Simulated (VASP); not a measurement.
# CdHg3Se4 (P-43m) in VASP: notebook

CdHg3Se4 is run at these levels: PBE; tasks: single point.

All numbers are computed with VASP 6.6.1; they aren't measurements. Logs are shortened: lines on timing, memory, paths and dates and some standing lists are left out, and cuts for length are marked.

## Step 1: The cell of the first run

The structure is cubic, space group P-43m (No. 215). The conventional cell has a = 6.244 Å, b = 6.244 Å, c = 6.244 Å, α = 90.00°, β = 90.00°, γ = 90.00°. Cd (site symmetry -43m) has 4 Se at 2.69 Å within 3.5 Å. Within 3.6 Å of Hg (site symmetry -42m) lie 4 Se at 2.71 Å. Within 3.5 Å of Se (site symmetry 3m) lie 1 Cd at 2.69 Å and 3 Hg at 2.71 Å.

## Step 2: Single point, PBE

Input file INCAR:

```
PREC = Accurate
ENCUT = 520
EDIFF = 1E-7
ISMEAR = 0
SIGMA = 0.2
LREAL = False
LASPH = True
NELM = 80
ALGO = Normal
ISIF = 2
LWAVE = False
LCHARG = True
GGA = PE
LELF = True
LVHAR = True
NBANDS = 46
```

Input file KPOINTS:

```
regular mesh
0
Gamma
  4 4 4
```

Input file POSCAR:

```
CdHg3Se4
1.0
    6.2444690000      0.0000000000      0.0000000000
    0.0000000000      6.2444690000      0.0000000000
    0.0000000000      0.0000000000      6.2444690000
Cd Hg Se
1 3 4
Direct
    0.0000000000      0.0000000000      0.0000000000
    0.5000000000      0.0000000000      0.5000000000
    0.5000000000      0.5000000000      0.0000000000
    0.0000000000      0.5000000000      0.5000000000
    0.7514980000      0.2485020000      0.2485020000
    0.7514980000      0.7514980000      0.7514980000
    0.2485020000      0.2485020000      0.7514980000
    0.2485020000      0.7514980000      0.2485020000
```

Potentials or basis: VASP PAW PBE potentials, release 64 (Cd, Hg, Se).

Run with:

```console
> cat potpaw_PBE.64/Cd/POTCAR potpaw_PBE.64/Hg/POTCAR potpaw_PBE.64/Se/POTCAR > POTCAR
> mpirun -np 1 vasp_std > vasp.out
```

OUTCAR:

```text
PREC = Accurate
   ENCUT = 520
   EDIFF = 1E-7
   ISMEAR = 0
   LREAL = False
   LASPH = True
   NELM = 80
   ISIF = 2
   GGA = PE

 ion  position               nearest neighbor table
   1  0.000  0.000  0.000-   5 2.69   6 2.69   7 2.69   8 2.69
   2  0.500  0.000  0.500-   5 2.71   6 2.71   7 2.71   8 2.71
   3  0.500  0.500  0.000-   5 2.71   6 2.71   7 2.71   8 2.71
   4  0.000  0.500  0.500-   5 2.71   6 2.71   7 2.71   8 2.71
   5  0.751  0.249  0.249-   1 2.69   2 2.71   3 2.71   4 2.71
   6  0.751  0.751  0.751-   1 2.69   2 2.71   3 2.71   4 2.71
   7  0.249  0.249  0.751-   1 2.69   2 2.71   3 2.71   4 2.71
   8  0.249  0.751  0.249-   1 2.69   2 2.71   3 2.71   4 2.71

  LATTYP: Found a simple cubic cell.
 ALAT       =     6.2444690000

  Lattice vectors:

 A1 = (   6.2444690000,   0.0000000000,   0.0000000000)
 A2 = (   0.0000000000,   6.2444690000,   0.0000000000)
 A3 = (   0.0000000000,   0.0000000000,   6.2444690000)

Analysis of symmetry for initial positions (statically):
=====================================================================
 Subroutine PRICEL returns:
 Original cell was already a primitive cell.

 Routine SETGRP: Setting up the symmetry group for a
 simple cubic supercell.

 Subroutine GETGRP returns: Found 24 space group operations
 (whereof 24 operations were pure point group operations)
 out of a pool of 48 trial point group operations.

The static configuration has the point symmetry T_d .

Analysis of symmetry for dynamics (positions and initial velocities):
=====================================================================
 Subroutine PRICEL returns:
 Original cell was already a primitive cell.

 Routine SETGRP: Setting up the symmetry group for a
 simple cubic supercell.

 Subroutine GETGRP returns: Found 24 space group operations
 (whereof 24 operations were pure point group operations)
 out of a pool of 48 trial point group operations.

The dynamic configuration has the point symmetry T_d .

 Subroutine INISYM returns: Found 24 space group operations
 (whereof 24 operations are pure point group operations),
 and found     1 'primitive' translations

----------------------------------------------------------------------------------------

                                     Primitive cell

  volume of cell :     243.4930

  direct lattice vectors                    reciprocal lattice vectors
     6.244469000  0.000000000  0.000000000     0.160141719  0.000000000  0.000000000
     0.000000000  6.244469000  0.000000000     0.000000000  0.160141719  0.000000000
     0.000000000  0.000000000  6.244469000     0.000000000  0.000000000  0.160141719

  length of vectors
     6.244469000  6.244469000  6.244469000     0.160141719  0.160141719  0.160141719

  position of ions in fractional coordinates (direct lattice)
     0.000000000  0.000000000  0.000000000
     0.500000000  0.000000000  0.500000000
     0.500000000  0.500000000  0.000000000
     0.000000000  0.500000000  0.500000000
     0.751498000  0.248502000  0.248502000
     0.751498000  0.751498000  0.751498000
     0.248502000  0.248502000  0.751498000
     0.248502000  0.751498000  0.248502000

  ion indices of the primitive-cell ions
   primitive index   ion index
                 1           1
                 2           2
                 3           3
                 4           4
                 5           5
                 6           6
                 7           7
                 8           8

----------------------------------------------------------------------------------------

 KPOINTS: regular mesh

Automatic generation of k-mesh.
 Grid dimensions read from file:
 generate k-points for:    4    4    4

 Generating k-lattice:

  Cartesian coordinates                     Fractional coordinates (reciprocal lattice)
     0.040035430  0.000000000  0.000000000     0.250000000  0.000000000  0.000000000
     0.000000000  0.040035430  0.000000000     0.000000000  0.250000000  0.000000000
     0.000000000  0.000000000  0.040035430     0.000000000  0.000000000  0.250000000

  Length of vectors
     0.040035430  0.040035430  0.040035430

  Shift w.r.t. Gamma in fractional coordinates (k-lattice)
     0.000000000  0.000000000  0.000000000

 Subroutine IBZKPT returns following result:
 ===========================================

 Found     10 irreducible k-points:

 Following reciprocal coordinates:
            Coordinates               Weight
  0.000000  0.000000  0.000000      1.000000
  0.250000  0.000000  0.000000      6.000000
  0.500000  0.000000  0.000000      3.000000
  0.250000  0.250000  0.000000     12.000000
  0.500000  0.250000  0.000000     12.000000
  0.500000  0.500000  0.000000      3.000000
  0.250000  0.250000  0.250000      8.000000
  0.500000  0.250000  0.250000     12.000000
  0.500000  0.500000  0.250000      6.000000
  0.500000  0.500000  0.500000      1.000000
   k-points           NKPTS =     10   k-points in BZ     NKDIM =     10   number of bands    NBANDS=     46
   number of dos      NEDOS =    301   number of ions     NIONS =      8
   total plane-waves  NPLWV = 110592
   dimension x,y,z NGX =    48 NGY =   48 NGZ =   48
   dimension x,y,z NGXF=    96 NGYF=   96 NGZF=   96
   ions per type =               1   3   4
   NGX,Y,Z   is equivalent  to a cutoff of  12.78, 12.78, 12.78 a.u.
   NGXF,Y,Z  is equivalent  to a cutoff of  25.56, 25.56, 25.56 a.u.
 SYSTEM =  unknown system
   PREC   = accura    normal or accurate (medium, high low for compatibility)
   ISTART =      0    job   : 0-new  1-cont  2-samecut
   ICHARG =      2    charge: 1-file 2-atom 10-const
   ISPIN  =      1    spin polarized calculation?
   LNONCOLLINEAR =      F non collinear calculations
   LSORBIT =      F    spin-orbit coupling
   LASPH  =      T    aspherical Exc in radial PAW
   ENCUT  =  520.0 eV  38.22 Ry    6.18 a.u.  11.61 11.61 11.61*2*pi/ulx,y,z
   NELM   =     80;   NELMIN=  2; NELMDL= -5     # of ELM steps
   EDIFF  = 0.1E-06   stopping-criterion for ELM
   LREAL  =      F    real-space projection
   EDIFFG = 0.1E-05   stopping-criterion for IOM
   NSW    =      0    number of steps for IOM
   IBRION =     -1    ionic relax: 0-MD 1-quasi-New 2-CG
   NFREE  =      0    steps in history (QN), initial steepest desc. (CG)
   ISIF   =      2    stress and relaxation
   ISYM   =      2    0-nonsym 1-usesym 2-fastsym
   POTIM  = 0.5000    time-step for ionic-motion
   TEBEG  =    0.0;   TEEND  =   0.0 temperature during run
   PSTRESS=    0.0 pullay stress
   NELECT =      72.0000    total number of electrons
   NUPDOWN=      -1.0000    fix difference up-down
   EMIN   =  10.00;   EMAX   =-10.00  energy-range for DOS
   EFERMI =   0.00;   METHOD = LEGACY
   ISMEAR =     0;   SIGMA  =   0.20  broadening in eV -4-tet -1-fermi 0-gaus
   EFERMI_NEDOS =   21; number of points for ismear=-14 and -15
   IALGO  =     38    algorithm
   IMIX   =      4    mixing-type and parameters
     AMIX     =   0.40;   BMIX     =  1.00
     AMIX_MAG =   1.60;   BMIX_MAG =  1.00
  volume/ion in A,a.u.               =      30.44       205.40
  Fermi-wavevector in a.u.,A,eV,Ry     =   1.090662  2.061052 16.184721  1.189543
  Thomas-Fermi vector in A             =   2.226891
   LORBIT       =      0    0 simple, 1 ext, 2 COOP (PROOUT), +10 PAW based schemes
   GGA     = PE    functional components
   LHFCALC =     F    Hartree Fock is set to
   AEXX    =    0.0000 exact exchange contribution
   IVDW    =     0    specifies the selected vdW correction
   LEPSILON=     F    determine dielectric tensor
   LRPA    =     F    only Hartree local field effects (RPA)
 non-spin polarized calculation
 Gauss-broadening in eV      SIGMA  =   0.20
  energy-cutoff  :      520.00
  volume of cell :      243.49
 maximum number of plane-waves:      6704
 NGX is ok and might be reduce to    48
   NGX = 23   NGY = 23   NGZ = 23

 number of electron      71.9999999 magnetization

 Free energy of the ion-electron system (eV)
  ---------------------------------------------------
  ext. energy  EPLUGINS =         0.00000000
  ---------------------------------------------------
  free energy    TOTEN  =       -17.74278164 eV

  energy without entropy =      -17.73567423  energy(sigma->0) =      -17.73922793

 E-fermi :   0.9457     XC(G=0):  -8.6442

 val. band max:        0.8469955818   @ k =   0.0000   0.0000   0.0000
 cond. band min:       1.9540346204   @ k =   0.2500   0.0000   0.0000
 fundamental gap:      1.1070390387
 Fermi energy:         0.9457260746

 k-point     1 :       0.0000    0.0000    0.0000
  band No.  band energies     occupation
      1     -11.8980      2.00000
      2     -11.4027      2.00000
      3     -11.4027      2.00000
      4     -11.4027      2.00000
      5      -6.9793      2.00000
      6      -6.9793      2.00000
[... 38 lines left out ...]
     45       6.5177      0.00000
     46       6.5177      0.00000

 k-point     2 :       0.2500    0.0000    0.0000
  band No.  band energies     occupation
      1     -11.8282      2.00000
      2     -11.4772      2.00000
      3     -11.4029      2.00000
      4     -11.4029      2.00000
      5      -6.9963      2.00000
      6      -6.9787      2.00000
[... 38 lines left out ...]
     45       6.9749      0.00000
     46       6.9749      0.00000

 k-point     3 :       0.5000    0.0000    0.0000
  band No.  band energies     occupation
      1     -11.6680      2.00000
      2     -11.6422      2.00000
      3     -11.4032      2.00000
      4     -11.4032      2.00000
      5      -7.0124      2.00000
      6      -6.9781      2.00000
[... 38 lines left out ...]
     45       6.9456      0.00000
     46       6.9456      0.00000

 k-point     4 :       0.2500    0.2500    0.0000
  band No.  band energies     occupation
      1     -11.7675      2.00000
      2     -11.4708      2.00000
      3     -11.4616      2.00000
      4     -11.4135      2.00000
      5      -6.9955      2.00000
      6      -6.9867      2.00000
[... 38 lines left out ...]
     45       6.8556      0.00000
     46       7.0896      0.00000

 k-point     5 :       0.5000    0.2500    0.0000
  band No.  band energies     occupation
      1     -11.6292      2.00000
      2     -11.6075      2.00000
      3     -11.4419      2.00000
      4     -11.4370      2.00000
      5      -7.0030      2.00000
      6      -6.9860      2.00000
[... 38 lines left out ...]
     45       6.8313      0.00000
     46       6.8314      0.00000

 k-point     6 :       0.5000    0.5000    0.0000
  band No.  band energies     occupation
      1     -11.5372      2.00000
      2     -11.5372      2.00000
      3     -11.5338      2.00000
      4     -11.5064      2.00000
      5      -6.9932      2.00000
      6      -6.9932      2.00000
[... 38 lines left out ...]
     45       6.6893      0.00000
     46       6.7886      0.00000

 k-point     7 :       0.2500    0.2500    0.2500
  band No.  band energies     occupation
      1     -11.7164      2.00000
      2     -11.4700      2.00000
      3     -11.4700      2.00000
      4     -11.4563      2.00000
      5      -6.9952      2.00000
      6      -6.9825      2.00000
[... 38 lines left out ...]
     45       7.0426      0.00000
     46       7.0426      0.00000

 k-point     8 :       0.5000    0.2500    0.2500
  band No.  band energies     occupation
      1     -11.6012      2.00000
      2     -11.5823      2.00000
      3     -11.4692      2.00000
      4     -11.4592      2.00000
      5      -6.9948      2.00000
      6      -6.9863      2.00000
[... 38 lines left out ...]
     45       7.1431      0.00000
     46       7.2042      0.00000

 k-point     9 :       0.5000    0.5000    0.2500
  band No.  band energies     occupation
      1     -11.5354      2.00000
      2     -11.5354      2.00000
      3     -11.5337      2.00000
      4     -11.5036      2.00000
      5      -6.9864      2.00000
      6      -6.9864      2.00000
[... 38 lines left out ...]
     45       7.3303      0.00000
     46       7.3534      0.00000

 k-point    10 :       0.5000    0.5000    0.5000
  band No.  band energies     occupation
      1     -11.5336      2.00000
      2     -11.5336      2.00000
      3     -11.5336      2.00000
      4     -11.5009      2.00000
      5      -6.9796      2.00000
      6      -6.9796      2.00000
[... 38 lines left out ...]
     45       7.1525      0.00000
     46       7.2439      0.00000

------------------------ aborting loop because EDIFF is reached ----------------------------------------

  FORCE on cell =-STRESS in cart. coord.  units (eV):
  Direction    XX          YY          ZZ          XY          YZ          ZX
  --------------------------------------------------------------------------------------
  -------------------------------------------------------------------------------------
  Total        0.3283305      0.3283305      0.3283305      0.0000000      0.0000000      0.0000000
  in kB        2.1604056      2.1604056      2.1604056      0.0000000      0.0000000      0.0000000
  external PRESSURE =       2.1604056 kB  Pullay stress =       0.0000000 kB

 VOLUME and BASIS-vectors are now :
 -----------------------------------------------------------------------------
  energy-cutoff  :      520.00
  volume of cell :      243.49
      direct lattice vectors                 reciprocal lattice vectors
     6.244469000  0.000000000  0.000000000     0.160141719  0.000000000  0.000000000
     0.000000000  6.244469000  0.000000000     0.000000000  0.160141719  0.000000000
     0.000000000  0.000000000  6.244469000     0.000000000  0.000000000  0.160141719

 POSITION                                       TOTAL-FORCE (eV/Angst)
 -----------------------------------------------------------------------------------
      0.00000      0.00000      0.00000        -0.000000      0.000000      0.000000
      3.12223      0.00000      3.12223        -0.000000      0.000000      0.000000
      3.12223      3.12223      0.00000        -0.000000     -0.000000      0.000000
      0.00000      3.12223      3.12223        -0.000000     -0.000000     -0.000000
      4.69271      1.55176      1.55176        -0.001494      0.001494      0.001494
      4.69271      4.69271      4.69271        -0.001494     -0.001494     -0.001494
      1.55176      1.55176      4.69271         0.001494      0.001494     -0.001494
      1.55176      4.69271      1.55176         0.001494     -0.001494      0.001494
 -----------------------------------------------------------------------------------
    total drift:                                0.000000      0.000000     -0.000000

  FREE ENERGIE OF THE ION-ELECTRON SYSTEM (eV)
  ---------------------------------------------------
  free  energy   TOTEN  =       -17.7427816365 eV

  energy  without entropy=      -17.7356742313  energy(sigma->0) =      -17.73922793
```

Wall time 73 s (1 thread of Intel Xeon Platinum 8488C (Sapphire Rapids), shared host); peak memory 0.37 GiB.

Results:

* Free energy: -17.7428 eV
* Pressure: 0.2 GPa
* Band gap on the k mesh: zero (filled and empty bands touch)

Forces in eV/Å, atoms in the order of the input:
```
Cd   0.000  0.000  0.000
Hg   0.000  0.000  0.000
Hg   0.000  0.000  0.000
Hg   0.000  0.000  0.000
Se  -0.001  0.001  0.001
Se  -0.001 -0.001 -0.001
Se   0.001  0.001 -0.001
Se   0.001 -0.001  0.001
```

Caveat: semilocal functionals underestimate gaps, so a narrow gap can read as zero; spin-orbit coupling is left out, which moves the levels of the heavy elements.

## Step 3: Single point, PBE

Input file INCAR:

```
ALGO = Normal
EDIFF = 1E-6
ENCUT = 520
GGA = PE
ISIF = 2
ISMEAR = 0
LASPH = True
LCHARG = True
LELF = True
LREAL = False
LVHAR = True
LWAVE = False
NBANDS = 46
NELM = 80
PREC = Accurate
SIGMA = 0.1
```

Input file KPOINTS:

```
k-points
0
Gamma
  6 6 6
```

POSCAR is that of step 2.

Potentials or basis: VASP PAW PBE potentials, release 64 (Cd, Hg, Se).

Run with:

```console
> cat potpaw_PBE.64/Cd/POTCAR potpaw_PBE.64/Hg/POTCAR potpaw_PBE.64/Se/POTCAR > POTCAR
> mpirun -np 1 vasp_std > vasp.out
```

Wall time 2.2 min (1 thread of Intel Xeon Platinum 8488C (Sapphire Rapids), shared host); peak memory 0.44 GiB.

The run converged. Its results:

```yaml
Free_energy: -17.7424 eV
Pressure: 0.2 GPa
Band_gap_on_the_k_mesh: zero (filled and empty bands touch)
```

Forces in eV/Å, atoms in the order of the input:
```
Cd   0.000  0.000  0.000
Hg   0.000  0.000  0.000
Hg   0.000  0.000  0.000
Hg   0.000  0.000  0.000
Se  -0.001  0.001  0.001
Se  -0.001 -0.001 -0.001
Se   0.001  0.001 -0.001
Se   0.001 -0.001  0.001
```

Levels at points of the mesh, in eV from the Fermi level:
```csv
k point,band 34,band 35,band 36,band 37,band 38,band 39
"(0.00, 0.00, 0.00)",-0.71,-0.05,-0.05,-0.05,2.61,2.61
"(0.50, 0.00, 0.00)",-1.16,-1.01,-1.01,2.16,2.32,3.41
"(0.50, 0.50, 0.00)",-0.90,-0.86,-0.73,2.36,2.40,2.40
"(0.50, 0.50, 0.50)",-0.77,-0.77,-0.77,1.12,1.12,1.12
```

Caveat: semilocal functionals underestimate gaps, so a narrow gap can read as zero; spin-orbit coupling is left out, which moves the levels of the heavy elements.
